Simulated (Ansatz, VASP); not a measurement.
**Two plane-wave programs on Mg2O3**

```
Mg O
1.0
     2.64342    1.52618    4.63245
    -2.64342    1.52618    4.63245
     0.00000   -3.05236    4.63245
Mg O
4 6
Cartesian
  0.0000 0.0000 11.8349
  0.0000 0.0000 9.0111
  0.0000 0.0000 2.0625
  0.0000 0.0000 4.8862
  -0.9905 -1.5262 5.7906
  1.8170 -0.0947 5.7906
  -0.8264 1.6209 5.7906
  0.9905 1.5262 8.1068
  -1.8170 0.0947 8.1068
  0.8264 -1.6209 8.1068
```

Alike in both runs: functional PBE; k mesh 6 × 6 × 6; occupations gaussian, width 0.1 eV; collinear spin.

Ansatz relaxed the structure, and its values are those at the end. VASP's run is a single point on that final structure, the one shown.

```csv
,VASP,Ansatz
version,VASP 6.6.1,Ansatz 0.2.0
potentials or method,"VASP PAW PBE potentials, release 64 (Mg, O), cutoff 520 eV","scalar-relativistic, plane waves, PAW"
valence electrons in the cell,44,76
```

|  | VASP | Ansatz | Ansatz less VASP |
| --- | --- | --- | --- |
| gap on the k mesh at the Fermi level (eV) | none | none | - |
| pressure (GPa) | -0.6 | 0.0 | +0.55 |
| rms of the force components (eV/Å) | 0.005 | 0.004 | -0.0010 |
| net moment per atom (μB) | 0.40 | 0.40 | 0.000 |
| size of the moment on the site where the two differ most (μB) | 0.55 | 0.60 | +0.045 |

Site moments also hang on the region over which each program counts them. A gap of «none» marks a metal or a gap that the smearing closes. VASP's potentials hold 44 valence electrons a cell and Ansatz's 76, so a difference there can come from the potentials and not from the codes.
